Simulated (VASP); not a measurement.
A run of VASP 6.6.1:

The input INCAR:

```
ALGO = Normal
EDIFF = 1E-6
ENCUT = 520
GGA = PE
ISIF = 2
ISMEAR = -1
LASPH = True
LCHARG = False
LREAL = False
LWAVE = False
NBANDS = 19
NELM = 60
PREC = Accurate
SIGMA = 0.02
```

KPOINTS

```
k-points
0
Gamma
  10 10 10
```

Contents of POSCAR:

```
TiO2
1.0
    0.0000000000      2.4207955305      2.4207955305
    2.4207955305      0.0000000000      2.4207955305
    2.4207955305      2.4207955305      0.0000000000
Ti O
1 2
Direct
    0.0000000000      0.0000000000      0.0000000000
    0.2500000000      0.2500000000      0.2500000000
    0.7500000000      0.7500000000      0.7500000000
```

Potentials or basis: VASP PAW PBE potentials, release 64 (Ti_sv, O).

Run with:

```console
$ cat potpaw_PBE.64/Ti_sv/POTCAR potpaw_PBE.64/O/POTCAR > POTCAR
$ mpirun -np 1 vasp_std > vasp.out
```

Hardware: 1 thread of Intel(R) Xeon(R) Platinum 8259CL CPU @ 2.50GHz (Skylake/Cascade Lake), with other jobs on the host.

**Question.** Estimate the wall time of this run.

**Answer.** It took 34 s on 1 thread of Intel(R) Xeon(R) Platinum 8259CL CPU @ 2.50GHz (Skylake/Cascade Lake), on a shared host, peak memory 0.17 GiB. Counts: scf iterations 18, k points 47.
